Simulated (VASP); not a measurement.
# RbCd (Fd-3m) in VASP: notebook

Runs on RbCd. Level: PBE. Tasks: single point, relaxation of cell and atoms.

Everything below comes from runs of VASP 6.6.1. Logs are shortened: lines on timing, memory, paths and dates and some standing lists are left out, and cuts for length are marked.

### 1 The cell of the first run

The structure is cubic, space group Fd-3m (No. 227). Conventional cell: a = 8.233 Å, b = 8.233 Å, c = 8.233 Å, α = 90.00°, β = 90.00°, γ = 90.00°. Within 4.7 Å of Rb (site symmetry -43m) lie 4 Rb at 3.57 Å and 10 Cd at 3.57 to 4.12 Å. Within 4.7 Å of Cd (site symmetry -43m) lie 10 Rb at 3.57 to 4.12 Å and 4 Cd at 3.57 Å.

### 2 Single point, PBE

Contents of INCAR:

```
SYSTEM = RbCd
PREC = Accurate
ENCUT = 520
EDIFF = 1E-7
ISMEAR = 0
SIGMA = 0.1
LREAL = .FALSE.
LASPH = .TRUE.
NELM = 60
ALGO = Normal
ISIF = 2
LWAVE = .FALSE.
LCHARG = .FALSE.
GGA = PE
NBANDS = 29
```

Contents of KPOINTS:

```
Automatic mesh
0
G
  4 4 4
  0 0 0
```

Contents of POSCAR:

```
RbCd
1.0
    0.0000000000      4.1166595167      4.1166595167
    4.1166595167      0.0000000000      4.1166595167
    4.1166595167      4.1166595167      0.0000000000
Rb Cd
2 2
Direct
    0.5000000000      0.5000000000      0.5000000000
    0.7500000000      0.7500000000      0.7500000000
    0.0000000000      0.0000000000      0.0000000000
    0.2500000000      0.2500000000      0.2500000000
```

Potentials or basis: VASP PAW PBE potentials, release 64 (Rb_sv, Cd).

The run is started by

```sh
> cat potpaw_PBE.64/Rb_sv/POTCAR potpaw_PBE.64/Cd/POTCAR > POTCAR
> mpirun -np 1 vasp_std > vasp.out
```

OUTCAR:

```text
SYSTEM = RbCd
   PREC = Accurate
   ENCUT = 520
   EDIFF = 1E-7
   ISMEAR = 0
   LREAL = .FALSE.
   LASPH = .TRUE.
   NELM = 60
   ISIF = 2
   GGA = PE

 ion  position               nearest neighbor table
   1  0.500  0.500  0.500-   4 3.57   4 3.57   4 3.57   2 3.57   4 3.57   2 3.57   2 3.57   2 3.57
                             3 4.12   3 4.12   3 4.12   3 4.12   3 4.12   3 4.12
   2  0.750  0.750  0.750-   1 3.57   1 3.57   1 3.57   1 3.57   3 3.57   3 3.57   3 3.57   3 3.57
                             4 4.12   4 4.12   4 4.12   4 4.12   4 4.12   4 4.12
   3  0.000  0.000  0.000-   2 3.57   2 3.57   2 3.57   2 3.57   4 3.57   4 3.57   4 3.57   4 3.57
                             1 4.12   1 4.12   1 4.12   1 4.12   1 4.12   1 4.12
   4  0.250  0.250  0.250-   3 3.57   3 3.57   3 3.57   1 3.57   3 3.57   1 3.57   1 3.57   1 3.57
                             2 4.12   2 4.12   2 4.12   2 4.12   2 4.12   2 4.12

  LATTYP: Found a face centered cubic cell.
 ALAT       =     8.2333190334

  Lattice vectors:

 A1 = (   0.0000000000,   4.1166595167,   4.1166595167)
 A2 = (   4.1166595167,   0.0000000000,   4.1166595167)
 A3 = (   4.1166595167,   4.1166595167,   0.0000000000)

Analysis of symmetry for initial positions (statically):
=====================================================================
 Subroutine PRICEL returns:
 Original cell was already a primitive cell.

 Routine SETGRP: Setting up the symmetry group for a
 face centered cubic supercell.

 Subroutine GETGRP returns: Found 48 space group operations
 (whereof 24 operations were pure point group operations)
 out of a pool of 48 trial point group operations.

The static configuration has the point symmetry T_d .
 The point group associated with its full space group is O_h .

Analysis of symmetry for dynamics (positions and initial velocities):
=====================================================================
 Subroutine PRICEL returns:
 Original cell was already a primitive cell.

 Routine SETGRP: Setting up the symmetry group for a
 face centered cubic supercell.

 Subroutine GETGRP returns: Found 48 space group operations
 (whereof 24 operations were pure point group operations)
 out of a pool of 48 trial point group operations.

The dynamic configuration has the point symmetry T_d .
 The point group associated with its full space group is O_h .

 Subroutine INISYM returns: Found 48 space group operations
 (whereof 24 operations are pure point group operations),
 and found     1 'primitive' translations

----------------------------------------------------------------------------------------

                                     Primitive cell

  volume of cell :     139.5291

  direct lattice vectors                    reciprocal lattice vectors
     0.000000000  4.116659517  4.116659517    -0.121457701  0.121457701  0.121457701
     4.116659517  0.000000000  4.116659517     0.121457701 -0.121457701  0.121457701
     4.116659517  4.116659517  0.000000000     0.121457701  0.121457701 -0.121457701

  length of vectors
     5.821835720  5.821835720  5.821835720     0.210370909  0.210370909  0.210370909

  position of ions in fractional coordinates (direct lattice)
     0.500000000  0.500000000  0.500000000
     0.750000000  0.750000000  0.750000000
     0.000000000  0.000000000  0.000000000
     0.250000000  0.250000000  0.250000000

  ion indices of the primitive-cell ions
   primitive index   ion index
                 1           1
                 2           2
                 3           3
                 4           4

----------------------------------------------------------------------------------------

 KPOINTS: Automatic mesh

Automatic generation of k-mesh.
 Grid dimensions read from file:
 generate k-points for:    4    4    4

 Generating k-lattice:

  Cartesian coordinates                     Fractional coordinates (reciprocal lattice)
    -0.030364425  0.030364425  0.030364425     0.250000000  0.000000000  0.000000000
     0.030364425 -0.030364425  0.030364425     0.000000000  0.250000000  0.000000000
     0.030364425  0.030364425 -0.030364425     0.000000000  0.000000000  0.250000000

  Length of vectors
     0.052592727  0.052592727  0.052592727

  Shift w.r.t. Gamma in fractional coordinates (k-lattice)
     0.000000000  0.000000000  0.000000000

 Subroutine IBZKPT returns following result:
 ===========================================

 Found      8 irreducible k-points:

 Following reciprocal coordinates:
            Coordinates               Weight
  0.000000  0.000000  0.000000      1.000000
  0.250000  0.000000  0.000000      8.000000
  0.500000  0.000000  0.000000      4.000000
  0.250000  0.250000  0.000000      6.000000
  0.500000  0.250000  0.000000     24.000000
 -0.250000  0.250000  0.000000     12.000000
  0.500000  0.500000  0.000000      3.000000
 -0.250000  0.500000  0.250000      6.000000
   k-points           NKPTS =      8   k-points in BZ     NKDIM =      8   number of bands    NBANDS=     29
   number of dos      NEDOS =    301   number of ions     NIONS =      4
   total plane-waves  NPLWV = 110592
   dimension x,y,z NGX =    48 NGY =   48 NGZ =   48
   dimension x,y,z NGXF=    96 NGYF=   96 NGZF=   96
   ions per type =               2   2
   NGX,Y,Z   is equivalent  to a cutoff of  13.71, 13.71, 13.71 a.u.
   NGXF,Y,Z  is equivalent  to a cutoff of  27.41, 27.41, 27.41 a.u.
 SYSTEM =  RbCd
   PREC   = accura    normal or accurate (medium, high low for compatibility)
   ISTART =      0    job   : 0-new  1-cont  2-samecut
   ICHARG =      2    charge: 1-file 2-atom 10-const
   ISPIN  =      1    spin polarized calculation?
   LNONCOLLINEAR =      F non collinear calculations
   LSORBIT =      F    spin-orbit coupling
   LASPH  =      T    aspherical Exc in radial PAW
   ENCUT  =  520.0 eV  38.22 Ry    6.18 a.u.  10.82 10.82 10.82*2*pi/ulx,y,z
   NELM   =     60;   NELMIN=  2; NELMDL= -5     # of ELM steps
   EDIFF  = 0.1E-06   stopping-criterion for ELM
   LREAL  =      F    real-space projection
   EDIFFG = 0.1E-05   stopping-criterion for IOM
   NSW    =      0    number of steps for IOM
   IBRION =     -1    ionic relax: 0-MD 1-quasi-New 2-CG
   NFREE  =      0    steps in history (QN), initial steepest desc. (CG)
   ISIF   =      2    stress and relaxation
   ISYM   =      2    0-nonsym 1-usesym 2-fastsym
   POTIM  = 0.5000    time-step for ionic-motion
   TEBEG  =    0.0;   TEEND  =   0.0 temperature during run
   PSTRESS=    0.0 pullay stress
   NELECT =      42.0000    total number of electrons
   NUPDOWN=      -1.0000    fix difference up-down
   EMIN   =  10.00;   EMAX   =-10.00  energy-range for DOS
   EFERMI =   0.00;   METHOD = LEGACY
   ISMEAR =     0;   SIGMA  =   0.10  broadening in eV -4-tet -1-fermi 0-gaus
   EFERMI_NEDOS =   21; number of points for ismear=-14 and -15
   IALGO  =     38    algorithm
   IMIX   =      4    mixing-type and parameters
     AMIX     =   0.40;   BMIX     =  1.00
     AMIX_MAG =   1.60;   BMIX_MAG =  1.00
  volume/ion in A,a.u.               =      34.88       235.40
  Fermi-wavevector in a.u.,A,eV,Ry     =   1.097159  2.073330 16.378126  1.203758
  Thomas-Fermi vector in A             =   2.233514
   LORBIT       =      0    0 simple, 1 ext, 2 COOP (PROOUT), +10 PAW based schemes
   GGA     = PE    functional components
   LHFCALC =     F    Hartree Fock is set to
   AEXX    =    0.0000 exact exchange contribution
   IVDW    =     0    specifies the selected vdW correction
   LEPSILON=     F    determine dielectric tensor
   LRPA    =     F    only Hartree local field effects (RPA)
 non-spin polarized calculation
 Gauss-broadening in eV      SIGMA  =   0.10
  energy-cutoff  :      520.00
  volume of cell :      139.53
 maximum number of plane-waves:      3812
 NGX is ok and might be reduce to    48
   NGX = 21   NGY = 21   NGZ = 21

 number of electron      41.9999996 magnetization

 Free energy of the ion-electron system (eV)
  ---------------------------------------------------
  ext. energy  EPLUGINS =         0.00000000
  ---------------------------------------------------
  free energy    TOTEN  =        -3.01408314 eV

  energy without entropy =       -2.98368364  energy(sigma->0) =       -2.99888339

 E-fermi :   1.8771     XC(G=0):  -8.5214

 val. band max:        1.8654462009   @ k =   0.0000   0.0000   0.0000
 cond. band min:       1.9485494011   @ k =   0.5000   0.2500   0.0000
 fundamental gap:      0.0831032001
 Fermi energy:         1.8771199477

 k-point     1 :       0.0000    0.0000    0.0000
  band No.  band energies     occupation
      1     -26.6804      2.00000
      2     -26.4918      2.00000
      3     -10.9897      2.00000
      4     -10.9897      2.00000
      5     -10.9897      2.00000
      6     -10.5315      2.00000
[... 21 lines left out ...]
     28       4.3216      0.00000
     29       6.2682      0.00000

 k-point     2 :       0.2500    0.0000    0.0000
  band No.  band energies     occupation
      1     -26.6607      2.00000
      2     -26.5117      2.00000
      3     -11.0301      2.00000
      4     -11.0301      2.00000
      5     -11.0189      2.00000
      6     -10.5222      2.00000
[... 21 lines left out ...]
     28       5.2682      0.00000
     29       6.6114      0.00000

 k-point     3 :       0.5000    0.0000    0.0000
  band No.  band energies     occupation
      1     -26.6334      2.00000
      2     -26.5393      2.00000
      3     -11.0650      2.00000
      4     -11.0650      2.00000
      5     -11.0547      2.00000
      6     -10.5033      2.00000
[... 21 lines left out ...]
     28       6.0063      0.00000
     29       7.7668      0.00000

 k-point     4 :       0.2500    0.2500    0.0000
  band No.  band energies     occupation
      1     -26.6529      2.00000
      2     -26.5196      2.00000
      3     -11.0719      2.00000
      4     -11.0719      2.00000
      5     -10.9318      2.00000
      6     -10.6207      2.00000
[... 21 lines left out ...]
     28       5.6472      0.00000
     29       7.5952      0.00000

 k-point     5 :       0.5000    0.2500    0.0000
  band No.  band energies     occupation
      1     -26.6197      2.00000
      2     -26.5531      2.00000
      3     -11.1421      2.00000
      4     -11.1018      2.00000
      5     -10.8971      2.00000
      6     -10.6510      2.00000
[... 21 lines left out ...]
     28       6.0457      0.00000
     29       7.1581      0.00000

 k-point     6 :      -0.2500    0.2500    0.0000
  band No.  band energies     occupation
      1     -26.6335      2.00000
      2     -26.5393      2.00000
      3     -11.1373      2.00000
      4     -11.0644      2.00000
      5     -10.9425      2.00000
      6     -10.5962      2.00000
[... 21 lines left out ...]
     28       5.9251      0.00000
     29       6.5622      0.00000

 k-point     7 :       0.5000    0.5000    0.0000
  band No.  band energies     occupation
      1     -26.5865      2.00000
      2     -26.5865      2.00000
      3     -11.1345      2.00000
      4     -11.1345      2.00000
      5     -10.7858      2.00000
      6     -10.7858      2.00000
[... 21 lines left out ...]
     28       6.0997      0.00000
     29       6.6638      0.00000

 k-point     8 :      -0.2500    0.5000    0.2500
  band No.  band energies     occupation
      1     -26.5865      2.00000
      2     -26.5865      2.00000
      3     -11.1455      2.00000
      4     -11.1455      2.00000
      5     -10.7709      2.00000
      6     -10.7709      2.00000
[... 21 lines left out ...]
     28       5.9274      0.00000
     29       6.9869      0.00000

------------------------ aborting loop because EDIFF is reached ----------------------------------------

  FORCE on cell =-STRESS in cart. coord.  units (eV):
  Direction    XX          YY          ZZ          XY          YZ          ZX
  --------------------------------------------------------------------------------------
  -------------------------------------------------------------------------------------
  Total        1.6345416      1.6345416      1.6345416      0.0000000      0.0000000      0.0000000
  in kB       18.7690258     18.7690258     18.7690258      0.0000000      0.0000000      0.0000000
  external PRESSURE =      18.7690258 kB  Pullay stress =       0.0000000 kB

 VOLUME and BASIS-vectors are now :
 -----------------------------------------------------------------------------
  energy-cutoff  :      520.00
  volume of cell :      139.53
      direct lattice vectors                 reciprocal lattice vectors
     0.000000000  4.116659517  4.116659517    -0.121457701  0.121457701  0.121457701
     4.116659517  0.000000000  4.116659517     0.121457701 -0.121457701  0.121457701
     4.116659517  4.116659517  0.000000000     0.121457701  0.121457701 -0.121457701

 POSITION                                       TOTAL-FORCE (eV/Angst)
 -----------------------------------------------------------------------------------
      4.11666      4.11666      4.11666         0.000000      0.000000     -0.000000
      6.17499      6.17499      6.17499         0.000000      0.000000     -0.000000
      0.00000      0.00000      0.00000         0.000000      0.000000      0.000000
      2.05833      2.05833      2.05833        -0.000000     -0.000000      0.000000
 -----------------------------------------------------------------------------------
    total drift:                               -0.000000     -0.000000     -0.000000

  FREE ENERGIE OF THE ION-ELECTRON SYSTEM (eV)
  ---------------------------------------------------
  free  energy   TOTEN  =        -3.0140831377 eV

  energy  without entropy=       -2.9836836398  energy(sigma->0) =       -2.99888339
```

It took 21 s on 1 thread of Intel Xeon 6975P-C (Granite Rapids), shared host; peak memory 0.31 GiB.

Results:

| Quantity | Value |
| --- | --- |
| Free energy | -3.0141 eV |
| Pressure | 1.9 GPa |
| Band gap on the k mesh | zero (bands 21 and 22 overlap by 1.33 eV) |

### 3 Single point, PBE

This run uses another cell than the first one, of 42.68 Å³/atom.

Contents of INCAR:

```
  ALGO = Fast
  EDIFF = 1E-6
  ENCUT = 520
  GGA = PE
  ISIF = 2
  ISMEAR = 0
  LASPH = T
  LCHARG = T
  LELF = T
  LREAL = F
  LVHAR = T
  LWAVE = F
  NBANDS = 29
  NELM = 80
  PREC = Accurate
  SIGMA = 0.1
```

Contents of KPOINTS:

```
k-points
0
Gamma
  10 10 10
```

Contents of POSCAR:

```
RbCd
1.0
    0.0000000000      4.4030273185      4.4030273185
    4.4030273185      0.0000000000      4.4030273185
    4.4030273185      4.4030273185      0.0000000000
Rb Cd
2 2
Direct
    0.5000000000      0.5000000000      0.5000000000
    0.7500000000      0.7500000000      0.7500000000
    0.0000000000      0.0000000000      0.0000000000
    0.2500000000      0.2500000000      0.2500000000
```

Potentials or basis: VASP PAW PBE potentials, release 64 (Rb_sv, Cd).

The run is started by

```sh
> cat potpaw_PBE.64/Rb_sv/POTCAR potpaw_PBE.64/Cd/POTCAR > POTCAR
> mpirun -np 1 vasp_std > vasp.out
```

It took 2.1 min on 1 thread of Intel Xeon 6975P-C (Granite Rapids), shared host; peak memory 0.44 GiB.

It converged, with:

```
Free energy            : -3.1446 eV
Pressure               : 0.0 GPa
Band gap on the k mesh : zero (bands 21 and 22 overlap by 1.34 eV)
```

Levels at points of the mesh, in eV from the Fermi level:
```tsv
k point	band 19	band 20	band 21	band 22	band 23	band 24
(0.00, 0.00, 0.00)	-4.90	-0.67	0.91	0.91	0.91	1.70
(0.50, 0.00, 0.00)	-3.85	-2.78	0.17	0.17	0.28	2.38
(0.50, 0.50, 0.00)	-3.28	-3.28	0.17	0.17	0.72	0.72
```

### 4 Single point, PBE

This run uses another cell than the first one, of 42.68 Å³/atom.

Contents of INCAR:

```
SYSTEM = RbCd
  ALGO = Fast
  EDIFF = 1E-6
  ENCUT = 520
  GGA = PE
  ISIF = 2
  ISMEAR = 0
  LASPH = .TRUE.
  LCHARG = .FALSE.
  LREAL = .FALSE.
  LWAVE = .FALSE.
  NBANDS = 29
  NELM = 60
  PREC = Accurate
  SIGMA = 0.1
```

Contents of KPOINTS:

```
k-points
0
G
  10 10 10
  0 0 0
```

POSCAR is that of step 3.

The run is started by

```sh
> cat potpaw_PBE.64/Rb_sv/POTCAR potpaw_PBE.64/Cd/POTCAR > POTCAR
> mpirun -np 1 vasp_std > vasp.out
```

It took 2.2 min on 1 thread of Intel Xeon 6975P-C (Granite Rapids), shared host; peak memory 0.44 GiB.

It converged, with:

```
Free energy            : -3.1446 eV
Pressure               : 0.0 GPa
Band gap on the k mesh : zero (bands 21 and 22 overlap by 1.34 eV)
```

Levels at points of the mesh, in eV from the Fermi level:
| k point | band 17 | band 18 | band 19 | band 20 | band 21 | band 22 | band 23 | band 24 | band 25 | band 26 |
| --- | --- | --- | --- | --- | --- | --- | --- | --- | --- | --- |
| (0.00, 0.00, 0.00) | -8.59 | -8.59 | -4.90 | -0.67 | 0.91 | 0.91 | 0.91 | 1.70 | 1.70 | 1.70 |
| (0.50, 0.00, 0.00) | -8.58 | -8.58 | -3.85 | -2.78 | 0.17 | 0.17 | 0.28 | 2.38 | 2.38 | 2.86 |
| (0.50, 0.50, 0.00) | -8.57 | -8.57 | -3.28 | -3.28 | 0.17 | 0.17 | 0.72 | 0.72 | 3.83 | 3.83 |

(Part 1 of 2 ends here.)

The gap in the log of VASP goes by the Fermi energy; the results here count the filled bands.